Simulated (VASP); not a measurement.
GeSb3O2:

```
Ge Sb O
1.0
     3.53715    0.00000    0.00000
     0.00000    3.53715    0.00000
     0.00000    0.00000   12.34774
Ge Sb O
1 3 2
Cartesian
  1.7686 1.7686 1.8717
  0.0000 0.0000 8.0439
  0.0000 0.0000 4.0669
  1.7686 1.7686 10.5229
  0.0000 0.0000 0.2977
  1.7686 1.7686 6.0662
```

The cell was generated, and may not be a known phase.

- Program: VASP 6.6.1
- Task: relaxation of cell and atoms
- Functional: PBE
- Potentials or basis: VASP PAW PBE potentials, release 64 (Ge_d, Sb, O)
- Cutoff: 600 eV
- k mesh: 6 × 6 × 2
- Occupations: gaussian, width 0.1 eV
- Spin: no spin polarisation

At the start: pressure -13.3 GPa; volume 25.75 Å³/atom.

Question: Where does the relaxation end?

Answer: Over 81 steps the energy falls by 939.0 meV/atom and the volume is 20.62 Å³/atom (-19.9 %); space group P4mm (No. 99, to 0.1 Å) before and after.

Step by step:
```
step  energy change (eV)  largest force (eV/Å)  pressure (GPa)  volume (Å³)
   1              0.0000                1.1497          -13.25       154.49
   4             -3.3730                1.3946            2.48       104.99
   7             -3.5935                1.2043            6.49       101.89
  10             -4.0826                0.6436           -1.24       113.06
  13             -4.4890                0.3715           -1.27       121.91
  16             -4.5825                0.2936           -0.11       121.11
  19             -4.6035                0.1376           -0.51       120.92
  22             -4.6150                0.1662           -0.43       120.02
  25             -4.6289                0.1792            0.36       117.71
  28             -4.6446                0.2418           -0.97       118.81
  31             -4.6658                0.5161            1.89       114.34
  34             -4.7253                0.6324            1.31       115.38
  37             -4.7310                0.9937            2.96       114.84
  40             -4.7444                0.9352            2.42       115.17
  43             -4.7843                1.1125            1.84       116.81
  46             -4.8703                1.5351           -3.46       132.65
  49             -5.0646                1.4198           -2.34       128.99
  52             -5.2603                1.4370           -2.87       136.90
  55             -5.5244                0.5323            0.80       130.40
  58             -5.5695                0.2144           -0.29       131.10
  61             -5.5766                0.1017            0.06       130.08
  64             -5.5823                0.1365           -0.83       130.33
  67             -5.5926                0.1899           -0.69       128.73
  70             -5.6064                0.3276           -0.12       124.85
  73             -5.6251                0.1429            0.23       122.51
  76             -5.6309                0.0781            0.08       122.80
  79             -5.6333                0.0544           -0.11       123.64
  81             -5.6337                0.0259           -0.07       123.69
```

Final structure:
```xyz
6
Lattice="3.2376 0.0000 0.0000 0.0000 3.2376 0.0000 0.0000 0.0000 11.8005" Properties=species:S:1:pos:R:3 pbc="T T T"
Ge    1.6188    1.6188    1.0851
Sb    0.0000    0.0000    6.7802
Sb    0.0000    0.0000    3.6733
Sb    1.6188    1.6188   10.0570
O     0.0000    0.0000    1.4442
O     1.6188    1.6188    6.4615
```

Caveat: the volume moved by over 15 % at a fixed basis, so the end points are rough; an odd number of electrons without spin polarisation forces a metal; a magnetic or distorted state may lie lower.
